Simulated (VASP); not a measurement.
A run of VASP 6.6.1:

The input POSCAR:

```
ZrO2
1.0
    3.5961000000      0.0000000000      0.0000000000
    0.0000000000      3.5961000000      0.0000000000
    0.0000000000      0.0000000000      5.1770000000
Zr O
2 4
Direct
    0.0000000000      0.0000000000      0.0000000000
    0.5000000000      0.5000000000      0.5000000000
    0.0000000000      0.5000000000      0.2030000000
    0.0000000000      0.5000000000      0.7030000000
    0.5000000000      0.0000000000      0.2970000000
    0.5000000000      0.0000000000      0.7970000000
```

The input INCAR.step1:

```
  PREC = Accurate
  ENCUT = 660
  ISMEAR = 0
  SIGMA = 0.02
  LREAL = False
  LASPH = True
  NELM = 120
  GGA = PE
  ALGO = Normal
  EDIFF = 1E-5
  LWAVE = True
  LCHARG = False
  GGA_COMPAT = False
  IBRION = 2
  ISIF = 3
  EDIFFG = -0.005
  NELMIN = 4
  NSW = 100
```

File INCAR.step2:

```
  PREC = Accurate
  ENCUT = 660
  EDIFF = 1E-7
  ISMEAR = 0
  SIGMA = 0.02
  LREAL = False
  LASPH = True
  NELM = 120
  ALGO = Normal
  ISIF = 3
  LWAVE = False
  LCHARG = False
  METAGGA = R2SCAN
  LMIXTAU = True
  IBRION = 2
  NSW = 100
  EDIFFG = -0.005
  ISTART = 1
  GGA_COMPAT = False
  NELMIN = 4
```

Contents of KPOINTS:

```
Automatic mesh
0
Gamma
  6 6 6
```

Potentials or basis: VASP PAW PBE potentials, release 64 (Zr_sv, O).

Launch:

```bash
$ cat potpaw_PBE.64/Zr_sv/POTCAR potpaw_PBE.64/O/POTCAR > POTCAR
$ cp INCAR.step1 INCAR
$ mpirun -np 1 vasp_std > vasp.out
$ cp INCAR.step2 INCAR
$ mpirun -np 1 vasp_std > vasp.out
```

Hardware: 1 thread of Intel(R) Xeon(R) 6975P-C (Granite Rapids), on a shared host.

Task: Estimate the wall time of this run.

Result: Run time: 25 min on 1 thread of Intel(R) Xeon(R) 6975P-C (Granite Rapids), with other jobs on the host, peak memory 0.27 GiB. Counts: k points 40, ion steps 11.
